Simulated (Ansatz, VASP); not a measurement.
# One calculation of Ti, two programs

```
Ti
1.0
     2.71400    0.00000    0.00000
    -1.35700    2.35039    0.00000
     0.00000    0.00000    4.49856
Ti
2
Direct
  0.33333 0.66667 0.25000
  0.66667 0.33333 0.75000
```

Change from the starting cell: strain -0.080 along x and y, -0.040 along z, atoms carried along.

Alike in both runs: task single point; functional PBEsol; k mesh 18 × 18 × 10; occupations gaussian, width 0.15 eV; no spin polarisation.

|  | VASP | Ansatz |
| --- | --- | --- |
| version | VASP 6.6.1 | Ansatz 0.2.0 |
| potentials or method | VASP PAW PBE potentials, release 64 (Ti_sv), cutoff 520 eV | scalar-relativistic, plane waves, PAW |
| valence electrons in the cell | 24 | 24 |

```tsv
	VASP	Ansatz	Ansatz less VASP
gap on the k mesh at the Fermi level (eV)	none	none	-
pressure (GPa)	22.8	23.5	+0.68
traceless stress, the component that is largest in VASP (GPa)	-3.42	-3.43	-0.009
```

VASP's potentials were made for PBE, not for PBEsol. A gap of «none» marks a metal or a gap that the smearing closes.
